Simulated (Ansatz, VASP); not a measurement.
**Ni2Cl: VASP beside Ansatz**

File INCAR:

```
PREC = Accurate ; ENCUT = 600
EDIFF = 1E-6 ; ISMEAR = 0
SIGMA = 0.1 ; LREAL = False
LASPH = True ; NELM = 150
ALGO = Normal ; ISIF = 3
LWAVE = False ; LCHARG = False
ISPIN = 2 ; MAGMOM = -0.91 -0.91 -0.16
LORBIT = 11 ; LMAXMIX = 4
GGA = PE ; IBRION = 2
NSW = 90 ; EDIFFG = -0.04
```

File KPOINTS:

```
Automatic mesh
0
Gamma
  6 6 4
```

The input POSCAR:

```
Ni2Cl
1.0
    2.9208205684      0.0000000000      0.0000000000
   -1.4604102842      2.5295048121      0.0000000000
    0.0000000000      0.0000000000      5.8985717699
Ni Cl
2 1
Direct
    0.3333333333      0.6666666667      0.6944985912
    0.3333333333      0.6666666667      0.3055014088
    0.0000000000      0.0000000000      0.0000000000
```

Input for Ansatz:

```yaml
crystal:
  lattice:
    - [2.9208205684, 0.0, 0.0]
    - [-1.4604102842, 2.5295048121, 0.0]
    - [0.0, 0.0, 5.8985717699]
  atoms:
    - { symbol: Ni, position: [0.3333333333, 0.6666666667, 0.6944985912], spin: -0.91 }
    - { symbol: Ni, position: [0.3333333333, 0.6666666667, 0.3055014088], spin: -0.91 }
    - { symbol: Cl, position: [0.0, 0.0, 0.0], spin: -0.16 }
basis:
  ecutwfc: 420
kpoints:
  mp_grid: { grid: [6, 6, 4] }
hamiltonian:
  xc: pbe
scf:
  occupations: { method: gaussian, width: 0.1 }
  lower_state_search: "off"
output:
  forces: true
  stress: true
  eigenvalues: true
  populations: true
magnetization:
  spin_polarized: true
relax:
  adjacent_minimum: "off"
  f_tol: 0.04
  max_steps: 70
  cell: { stress_tol: 0.4 }
```

Change from the starting cell: species swapped into the Te2Mo type (P-6m2, No. 187).

Alike in both runs: task relaxation of cell and atoms; functional PBE; k mesh 6 × 6 × 4; occupations gaussian, width 0.1 eV; collinear spin.

|  | VASP | Ansatz |
| --- | --- | --- |
| version | VASP 6.6.1 | Ansatz 0.2.0 |
| potentials or method | VASP PAW PBE potentials, release 64 (Ni, Cl), cutoff 600 eV | scalar-relativistic, plane waves, PAW |
| valence electrons in the cell | 27 | 43 |

|  | VASP | Ansatz | Ansatz less VASP |
| --- | --- | --- | --- |
| gap on the k mesh at the Fermi level, each at its own relaxed structure (eV) | none | none | - |
| net moment per atom (μB) | 0.63 | 0.63 | +0.002 |
| size of the moment on the site where the two differ most (μB) | 0.88 | 0.89 | +0.011 |
| relaxed volume (Å³/atom) | 14.73 | 14.71 | -0.015 |
| relaxed length of the cell vector where the two differ most in proportion (Å) | 5.886 | 5.876 | -0.0093 |

Site moments also hang on the region over which each program counts them. A gap of «none» marks a metal or a gap that the smearing closes. VASP's potentials hold 27 valence electrons a cell and Ansatz's 43, so a difference there can come from the potentials and not from the codes.

The k mesh is coarse, so the values compare programs but aren't converged.
